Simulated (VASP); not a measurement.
# Fe (Fmmm) in VASP: a series of runs

The runs below take Fe through electric field gradients, with LDA.

Program: VASP 6.6.1. These are calculated values, not measurements. Logs are shortened: lines on timing, memory, paths and dates and some standing lists are left out, and cuts for length are marked.

**1. The cell of the first run**

The structure is orthorhombic, space group Fmmm (No. 69). Conventional cell: a = 2.977 Å, b = 3.857 Å, c = 3.904 Å, α = 90.00°, β = 90.00°, γ = 90.00°. Within 3.2 Å of Fe (site symmetry mmm) lie 14 Fe at 2.44 to 2.98 Å.

**2. Electric field gradients, LDA, collinear spin, ferromagnetic start (11.21 Å³/atom)**

Input file INCAR:

```
PREC = Accurate
ENCUT = 520
EDIFF = 1E-8
ISMEAR = -1
SIGMA = 0.05
LREAL = False
LASPH = True
NELM = 150
ALGO = Normal
ISIF = 2
LWAVE = False
LCHARG = False
ISPIN = 2
MAGMOM = 3
LORBIT = 11
LMAXMIX = 4
GGA = CA
LEFG = True
NBANDS = 14
```

Input file KPOINTS:

```
Automatic mesh
0
Gamma
  16 16 16
```

Input file POSCAR:

```
Fe
1.0
    0.0000000000      1.9287074879      1.9519161397
    1.4883827645      0.0000000000      1.9519161397
    1.4883827645      1.9287074879      0.0000000000
Fe
1
Direct
    0.0000000000      0.0000000000      0.0000000000
```

Potentials or basis: VASP PAW LDA potentials, release 64 (Fe).

Started as:

```console
> cat potpaw_LDA.64/Fe/POTCAR > POTCAR
> mpirun -np 1 vasp_std > vasp.out
```

OUTCAR:

```text
PREC = Accurate
   ENCUT = 520
   EDIFF = 1E-8
   ISMEAR = -1
   LREAL = False
   LASPH = True
   NELM = 150
   ISIF = 2
   ISPIN = 2
   LORBIT = 11
   GGA = CA

 ion  position               nearest neighbor table
   1  0.000  0.000  0.000-

  LATTYP: Found a face centered orthorhombic cell.
 ALAT       =     2.9767655290
 B/A-ratio  =     1.2958410524
 C/A-ratio  =     1.3114342535

  Lattice vectors:

 A1 = (   0.0000000000,   1.9287074879,   1.9519161397)
 A2 = (   1.4883827645,   0.0000000000,   1.9519161397)
 A3 = (   1.4883827645,   1.9287074879,   0.0000000000)

Analysis of symmetry for initial positions (statically):
=====================================================================
 Subroutine PRICEL returns:
 Original cell was already a primitive cell.

 Routine SETGRP: Setting up the symmetry group for a
 face centered orthorhombic supercell.

 Subroutine GETGRP returns: Found  8 space group operations
 (whereof  8 operations were pure point group operations)
 out of a pool of  8 trial point group operations.

The static configuration has the point symmetry D_2h.

Analysis of symmetry for dynamics (positions and initial velocities):
=====================================================================
 Subroutine PRICEL returns:
 Original cell was already a primitive cell.

 Routine SETGRP: Setting up the symmetry group for a
 face centered orthorhombic supercell.

 Subroutine GETGRP returns: Found  8 space group operations
 (whereof  8 operations were pure point group operations)
 out of a pool of  8 trial point group operations.

The dynamic configuration has the point symmetry D_2h.

Analysis of structural, dynamic, and magnetic symmetry:
=====================================================================
 Subroutine PRICEL returns:
 Original cell was already a primitive cell.

 Routine SETGRP: Setting up the symmetry group for a
 face centered orthorhombic supercell.

 Subroutine GETGRP returns: Found  8 space group operations
 (whereof  8 operations were pure point group operations)
 out of a pool of  8 trial point group operations.

The overall configuration has the point symmetry D_2h.

 Subroutine INISYM returns: Found  8 space group operations
[... 548 lines left out ...]
      5       4.5515      1.00000
      6       5.0376      1.00000
      7      27.9252      0.00000
      8      29.6081      0.00000
      9      31.0491      0.00000
     10      34.5532      0.00000
     11      35.0852      0.00000
     12      36.7920      0.00000
     13      37.0721      0.00000
     14      39.1931      0.00000

 [... further k-points ...]

 spin component 2

 k-point     1 :       0.0000    0.0000    0.0000
  band No.  band energies     occupation
      1      -2.4017      1.00000
      2       5.0225      1.00000
      3       5.1586      1.00000
      4       5.6338      0.99117
      5       6.7780      0.00000
      6       7.3454      0.00000
      7      29.8820      0.00000
      8      31.4183      0.00000
      9      31.7054      0.00000
     10      36.1634      0.00000
     11      37.0110      0.00000
     12      37.8300      0.00000
     13      38.2125      0.00000
     14      38.3003      0.00000
[... 379 lines left out ...]
      3       5.0993      1.00000
      4       5.7630      0.89434
      5       6.6448      0.00000
      6       7.2987      0.00000
      7      28.3307      0.00000
      8      30.0166      0.00000
      9      31.2782      0.00000
     10      35.1162      0.00000
     11      35.7262      0.00000
     12      37.4947      0.00000
     13      37.5416      0.00000
     14      39.9595      0.00000

 [... further k-points ...]
[... 5 lines left out ...]
  --------------------------------------------------------------------------------------
  -------------------------------------------------------------------------------------
  Total       -1.5351301     -0.8365573     -0.9565230      0.0000000      0.0000000      0.0000000
  in kB     -219.4742754   -119.6008067   -136.7520486      0.0000000      0.0000000      0.0000000
  external PRESSURE =    -158.6090436 kB  Pullay stress =       0.0000000 kB

 VOLUME and BASIS-vectors are now :
 -----------------------------------------------------------------------------
  energy-cutoff  :      520.00
  volume of cell :       11.21
      direct lattice vectors                 reciprocal lattice vectors
     0.000000000  1.928707488  1.951916140    -0.335935091  0.259240970  0.256158546
     1.488382765  0.000000000  1.951916140     0.335935091 -0.259240970  0.256158546
     1.488382765  1.928707488  0.000000000     0.335935091  0.259240970 -0.256158546

 POSITION                                       TOTAL-FORCE (eV/Angst)
 -----------------------------------------------------------------------------------
      0.00000      0.00000      0.00000         0.000000      0.000000      0.000000
 -----------------------------------------------------------------------------------
    total drift:                                0.000000     -0.000000     -0.000000

  FREE ENERGIE OF THE ION-ELECTRON SYSTEM (eV)
  ---------------------------------------------------
  free  energy   TOTEN  =        -9.1617133246 eV

  energy  without entropy=       -9.1514488256  energy(sigma->0) =       -9.15658108

 Electric field gradients (V/A^2)
---------------------------------------------------------------------
 ion       V_xx      V_yy      V_zz      V_xy      V_xz      V_yz
---------------------------------------------------------------------
   1       9.231    -4.552    -4.679     0.001     0.001     0.000
---------------------------------------------------------------------

 Electric field gradients after diagonalization (V/A^2)
 (convention: |V_zz| > |V_xx| > |V_yy|)
----------------------------------------------------------------------
 ion       V_xx      V_yy      V_zz     asymmetry (V_yy - V_xx)/ V_zz
----------------------------------------------------------------------
   1      -4.679    -4.552     9.231       0.014
----------------------------------------------------------------------

           NMR quadrupolar parameters

 Cq : quadrupolar parameter    Cq=e*Q*V_zz/h
 eta: asymmetry parameters     (V_yy - V_xx)/ V_zz
 Q  : nuclear electric quadrupole moment in mb (millibarn)
----------------------------------------------------------------------
 ion       Cq(MHz)       eta       Q (mb)
----------------------------------------------------------------------
   1       0.022       0.014       1.000
----------------------------------------------------------------------

 total charge

# of ion       s       p       d       tot
------------------------------------------
    1        0.495   0.546   6.268   7.309

 magnetization (x)

# of ion       s       p       d       tot
------------------------------------------
    1       -0.011  -0.033   2.104   2.060
```

OSZICAR:

```text
N       E                     dE             d eps       ncg     rms          rms(c)
DAV:   1     0.206342083388E+02    0.20634E+02   -0.37815E+03 38562   0.719E+02
DAV:   2    -0.932251055374E+01   -0.29957E+02   -0.27520E+02 37848   0.130E+02
DAV:   3    -0.102404549507E+02   -0.91794E+00   -0.90926E+00 42394   0.236E+01
DAV:   4    -0.102437228164E+02   -0.32679E-02   -0.32675E-02 40674   0.125E+00
DAV:   5    -0.102437405596E+02   -0.17743E-04   -0.17743E-04 42386   0.951E-02    0.120E+01
DAV:   6    -0.927047230712E+01    0.97327E+00   -0.10342E+01 44826   0.395E+01    0.544E+00
DAV:   7    -0.918138642934E+01    0.89086E-01   -0.68867E-01 43308   0.999E+00    0.320E+00
DAV:   8    -0.917065907601E+01    0.10727E-01   -0.46980E-03 43090   0.427E-01    0.120E+00
DAV:   9    -0.916204044037E+01    0.86186E-02   -0.60708E-03 48986   0.384E-01    0.264E-01
DAV:  10    -0.916169515350E+01    0.34529E-03   -0.18889E-04 43974   0.218E-01    0.586E-02
DAV:  11    -0.916171161961E+01   -0.16466E-04   -0.51770E-05 44168   0.678E-02    0.287E-02
DAV:  12    -0.916171255321E+01   -0.93360E-06   -0.10554E-06 40464   0.109E-02    0.117E-02
DAV:  13    -0.916171373239E+01   -0.11792E-05   -0.77699E-07 47034   0.655E-03    0.902E-03
DAV:  14    -0.916171336006E+01    0.37233E-06   -0.21065E-07 42934   0.497E-03    0.244E-03
DAV:  15    -0.916171332915E+01    0.30908E-07   -0.55847E-09 23184   0.781E-04    0.745E-04
DAV:  16    -0.916171332464E+01    0.45105E-08   -0.13234E-09 18894   0.334E-04
   1 F= -.91617133E+01 E0= -.91565811E+01  d E =-.102645E-01  mag=     2.0874
```

Run time: 1.9 min. Hardware: 1 thread of Intel Xeon Platinum 8488C (Sapphire Rapids), shared host; peak memory 0.25 GiB.

Results:

| Quantity | Value |
| --- | --- |
| Free energy | -9.1617 eV |
| Pressure | -15.9 GPa |
| Net moment | 2.09 μB per cell |
| Site moments | Fe +2.06 μB |
| Largest electric field gradient by atom | Fe +9.2 V/Å² |
| Valence electrons inside the program's atomic spheres | Fe 7.31 |

Electric field gradients, principal values (V/Å²):
| atom | least | middle | greatest (by size) |
| --- | --- | --- | --- |
| 1 Fe | -4.552 | -4.679 | 9.231 |

Caveat: the cell stands under tension; without QUAD_EFG the Cq values of the log hold for a quadrupole moment of 1 mb, not for the nuclei.

**3. Electric field gradients, LDA, collinear spin, ferromagnetic start (11.21 Å³/atom)**

Input file INCAR:

```
PREC = Accurate
ENCUT = 520
EDIFF = 1E-8
ISMEAR = -1
SIGMA = 0.05
LREAL = F
LASPH = T
NELM = 150
ALGO = Normal
ISIF = 2
LWAVE = F
LCHARG = F
ISPIN = 2
MAGMOM = 3
LORBIT = 11
LMAXMIX = 4
LEFG = T
NBANDS = 14
```

Input file KPOINTS:

```
regular mesh
0
Gamma
  16 16 16
```

POSCAR is that of step 2.

Potentials or basis: VASP PAW LDA potentials, release 64 (Fe).

Started as:

```console
> cat potpaw_LDA.64/Fe/POTCAR > POTCAR
> mpirun -np 1 vasp_std > vasp.out
```

OUTCAR:

```text
PREC = Accurate
   ENCUT = 520
   EDIFF = 1E-8
   ISMEAR = -1
   LREAL = F
   LASPH = T
   NELM = 150
   ISIF = 2
   ISPIN = 2
   LORBIT = 11

 ion  position               nearest neighbor table
   1  0.000  0.000  0.000-

  LATTYP: Found a face centered orthorhombic cell.
 ALAT       =     2.9767655290
 B/A-ratio  =     1.2958410524
 C/A-ratio  =     1.3114342535

  Lattice vectors:

 A1 = (   0.0000000000,   1.9287074879,   1.9519161397)
 A2 = (   1.4883827645,   0.0000000000,   1.9519161397)
 A3 = (   1.4883827645,   1.9287074879,   0.0000000000)

Analysis of symmetry for initial positions (statically):
=====================================================================
 Subroutine PRICEL returns:
 Original cell was already a primitive cell.

 Routine SETGRP: Setting up the symmetry group for a
 face centered orthorhombic supercell.

 Subroutine GETGRP returns: Found  8 space group operations
 (whereof  8 operations were pure point group operations)
 out of a pool of  8 trial point group operations.

The static configuration has the point symmetry D_2h.
[... 1020 lines left out ...]
     1.488382765  1.928707488  0.000000000     0.335935091  0.259240970 -0.256158546

 POSITION                                       TOTAL-FORCE (eV/Angst)
 -----------------------------------------------------------------------------------
      0.00000      0.00000      0.00000         0.000000      0.000000      0.000000
 -----------------------------------------------------------------------------------
    total drift:                                0.000000     -0.000000     -0.000000

  FREE ENERGIE OF THE ION-ELECTRON SYSTEM (eV)
  ---------------------------------------------------
  free  energy   TOTEN  =        -9.1617133246 eV

  energy  without entropy=       -9.1514488256  energy(sigma->0) =       -9.15658108

 Electric field gradients (V/A^2)
---------------------------------------------------------------------
 ion       V_xx      V_yy      V_zz      V_xy      V_xz      V_yz
---------------------------------------------------------------------
   1       9.231    -4.552    -4.679     0.001     0.001     0.000
---------------------------------------------------------------------

 Electric field gradients after diagonalization (V/A^2)
 (convention: |V_zz| > |V_xx| > |V_yy|)
----------------------------------------------------------------------
 ion       V_xx      V_yy      V_zz     asymmetry (V_yy - V_xx)/ V_zz
----------------------------------------------------------------------
   1      -4.679    -4.552     9.231       0.014
----------------------------------------------------------------------

           NMR quadrupolar parameters

 Cq : quadrupolar parameter    Cq=e*Q*V_zz/h
 eta: asymmetry parameters     (V_yy - V_xx)/ V_zz
 Q  : nuclear electric quadrupole moment in mb (millibarn)
----------------------------------------------------------------------
 ion       Cq(MHz)       eta       Q (mb)
----------------------------------------------------------------------
   1       0.022       0.014       1.000
----------------------------------------------------------------------

 total charge

# of ion       s       p       d       tot
------------------------------------------
    1        0.495   0.546   6.268   7.309

 magnetization (x)

# of ion       s       p       d       tot
------------------------------------------
    1       -0.011  -0.033   2.104   2.060
```

OSZICAR:

```text
N       E                     dE             d eps       ncg     rms          rms(c)
DAV:   1     0.206342083388E+02    0.20634E+02   -0.37815E+03 38562   0.719E+02
DAV:   2    -0.932251055374E+01   -0.29957E+02   -0.27520E+02 37848   0.130E+02
DAV:   3    -0.102404549507E+02   -0.91794E+00   -0.90926E+00 42394   0.236E+01
DAV:   4    -0.102437228164E+02   -0.32679E-02   -0.32675E-02 40674   0.125E+00
DAV:   5    -0.102437405596E+02   -0.17743E-04   -0.17743E-04 42386   0.951E-02    0.120E+01
DAV:   6    -0.927047230712E+01    0.97327E+00   -0.10342E+01 44826   0.395E+01    0.544E+00
DAV:   7    -0.918138642934E+01    0.89086E-01   -0.68867E-01 43308   0.999E+00    0.320E+00
DAV:   8    -0.917065907601E+01    0.10727E-01   -0.46980E-03 43090   0.427E-01    0.120E+00
DAV:   9    -0.916204044037E+01    0.86186E-02   -0.60708E-03 48986   0.384E-01    0.264E-01
DAV:  10    -0.916169515350E+01    0.34529E-03   -0.18889E-04 43974   0.218E-01    0.586E-02
DAV:  11    -0.916171161961E+01   -0.16466E-04   -0.51770E-05 44168   0.678E-02    0.287E-02
DAV:  12    -0.916171255321E+01   -0.93360E-06   -0.10554E-06 40464   0.109E-02    0.117E-02
DAV:  13    -0.916171373239E+01   -0.11792E-05   -0.77699E-07 47034   0.655E-03    0.902E-03
DAV:  14    -0.916171336006E+01    0.37233E-06   -0.21065E-07 42934   0.497E-03    0.244E-03
DAV:  15    -0.916171332915E+01    0.30908E-07   -0.55847E-09 23184   0.781E-04    0.745E-04
DAV:  16    -0.916171332464E+01    0.45105E-08   -0.13234E-09 18894   0.334E-04
   1 F= -.91617133E+01 E0= -.91565811E+01  d E =-.102645E-01  mag=     2.0874
```

It took 1.9 min on 1 thread of Intel Xeon Platinum 8488C (Sapphire Rapids), shared host; peak memory 0.25 GiB.

What came out:

| Quantity | Value |
| --- | --- |
| Free energy | -9.1617 eV |
| Pressure | -15.9 GPa |
| Net moment | 2.09 μB per cell |
| Site moments | Fe +2.06 μB |
| Largest electric field gradient by atom | Fe +9.2 V/Å² |
| Valence electrons inside the program's atomic spheres | Fe 7.31 |

Stress tensor (GPa, compression positive):
```
-21.95   0.00   0.00
  0.00 -11.96   0.00
  0.00   0.00 -13.68
```

Electric field gradients, principal values (V/Å²):
```csv
atom,least,middle,greatest (by size)
1 Fe,-4.552,-4.679,9.231
```

Caveat: the cell stands under tension; without QUAD_EFG the Cq values of the log hold for a quadrupole moment of 1 mb, not for the nuclei.

(Continued in part 2 of 2.)
